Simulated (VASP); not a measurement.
## Si16Ge (a cell with a defect): single point with PBE

The system is Si16Ge (a cell with a defect).

```xyz
17
Lattice="0.0000 5.4300 5.4300 5.4300 0.0000 5.4300 5.4300 5.4300 0.0000" Properties=species:S:1:pos:R:3 pbc="T T T"
Si   -0.2721    0.2702    0.2663
Si    1.3792    1.4455    1.4414
Si    2.7969    2.6311    0.0234
Si    3.9824    4.0488    1.4415
Si    2.7971    0.0274    2.6270
Si    3.9819    1.4461    4.0455
Si    5.4009    2.6307    2.6269
Si    7.0519    3.8062    3.8024
Si    0.1263    2.8377    2.8358
Si    1.1026    4.3250    4.3214
Si    2.5905    5.3005    2.8370
Si    4.1906    6.6683    4.1997
Si    2.5888    2.8407    5.2964
Si    4.1930    4.2057    6.6649
Si    5.6755    5.1826    5.1783
Si    6.6520    6.6651    6.6641
Ge    8.8173    7.4683    7.4602
```

```json
{"Program": "VASP 6.6.1", "Task": "single point", "Functional": "PBE", "Potentials or basis": "VASP PAW PBE potentials, release 64 (Si, Ge_d)", "Cutoff": "520 eV", "k mesh": "2 × 2 × 2", "Occupations": "fermi-dirac, width 0.02 eV", "Spin": "no spin polarisation"}
```

```yaml
Pressure: 5.4 GPa
Largest_force: 0.026 eV/Å
Band_gap_on_the_k_mesh: 0.16 eV
```

Forces on the atoms (eV/Å):
```
Si  -0.003  0.002  0.003
Si   0.002 -0.002  0.002
Si   0.003 -0.003  0.000
Si   0.003 -0.005  0.002
Si   0.005  0.005  0.000
Si   0.003 -0.001 -0.012
Si  -0.007 -0.003  0.000
Si  -0.011  0.010  0.006
Si  -0.005  0.007  0.003
Si   0.003 -0.008 -0.016
Si  -0.005  0.008 -0.003
Si  -0.002 -0.001  0.001
Si   0.001 -0.004  0.004
Si  -0.013 -0.007  0.005
Si   0.004 -0.008 -0.019
Si   0.005  0.013  0.006
Ge   0.016 -0.003  0.020
```

Stress tensor (GPa, compression positive):
```
 5.43  0.65  0.66
 0.65  5.42 -0.66
 0.66 -0.66  5.43
```

Levels at points of the mesh, in eV from the valence-band top:
| k point | band 37 | band 38 | band 39 | band 40 | band 41 | band 42 |
| --- | --- | --- | --- | --- | --- | --- |
| (0.00, 0.00, 0.00) | -0.35 | -0.33 | -0.33 | 0.16 | 0.16 | 0.51 |
| (0.50, 0.00, 0.00) | -1.00 | -1.00 | 0.00 | 0.65 | 0.65 | 1.39 |
| (0.00, 0.50, 0.00) | -1.13 | -0.54 | -0.22 | 0.47 | 0.96 | 1.11 |
| (0.00, 0.00, 0.50) | -1.13 | -0.54 | -0.22 | 0.47 | 0.96 | 1.11 |
| (0.50, 0.50, 0.50) | -1.13 | -0.54 | -0.22 | 0.47 | 0.96 | 1.11 |
| (0.50, 0.50, 0.00) | -1.47 | -0.36 | -0.04 | 0.66 | 1.64 | 1.65 |
| (0.00, 0.50, 0.50) | -1.47 | -0.36 | -0.04 | 0.66 | 1.64 | 1.65 |
| (0.50, 0.00, 0.50) | -1.47 | -0.36 | -0.04 | 0.66 | 1.64 | 1.65 |

It took 5.3 min on 1 thread of Intel(R) Xeon(R) Platinum 8259CL CPU @ 2.50GHz (Skylake/Cascade Lake), on a shared host, peak memory 0.49 GiB.

Caveat: the k points lie up to 0.50 Å⁻¹ apart.
